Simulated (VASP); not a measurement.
**Na: single point with r2SCAN**

The system is Na.

```xyz
8
Lattice="6.6967 0.0000 0.0000 0.0000 6.6967 0.0000 0.0000 0.0000 6.6967" Properties=species:S:1:pos:R:3 pbc="T T T"
Na    0.0000    0.0000    0.0000
Na    3.3483    1.6742    0.0000
Na    3.3483    5.0225    0.0000
Na    0.0000    3.3483    1.6742
Na    1.6742    0.0000    3.3483
Na    5.0225    0.0000    3.3483
Na    3.3483    3.3483    3.3483
Na    0.0000    3.3483    5.0225
```

```
Program                : VASP 6.6.1
Task                   : single point
Functional             : r2SCAN
Potentials or basis    : VASP PAW PBE potentials, release 64 (Na_pv)
Cutoff                 : 520 eV
k mesh                 : 4 × 4 × 4
Occupations            : gaussian, width 0.1 eV
Spin                   : no spin polarisation
Dipole correction      : no
Further INCAR settings : ALGO = Normal; EDIFF = 1e-07; NBANDS = 38
```

The pressure is 0.1 GPa. The band gap on the k mesh is zero (band 28 reaches 1.05 eV, above the bottom of band 29 at -0.44 eV).

Levels at points of the mesh, in eV from the Fermi level:
| k point | band 26 | band 27 | band 28 | band 29 | band 30 | band 31 |
| --- | --- | --- | --- | --- | --- | --- |
| (0.00, 0.00, 0.00) | -0.13 | -0.13 | -0.13 | 0.07 | 0.07 | 0.09 |
| (0.50, 0.00, 0.00) | -2.69 | 0.59 | 0.59 | 0.76 | 0.76 | 0.87 |
| (0.50, 0.50, 0.00) | -1.79 | -1.79 | -1.79 | 1.32 | 1.43 | 1.43 |
| (0.50, 0.50, 0.50) | -0.90 | -0.90 | -0.90 | -0.90 | -0.90 | -0.90 |

Wall time 5.7 min on 1 thread of Intel(R) Xeon(R) Platinum 8488C (Sapphire Rapids), on a shared host, peak memory 0.4 GiB.

Caveat: the PAW data sets were made with another functional, which shifts forces and pressure a little.
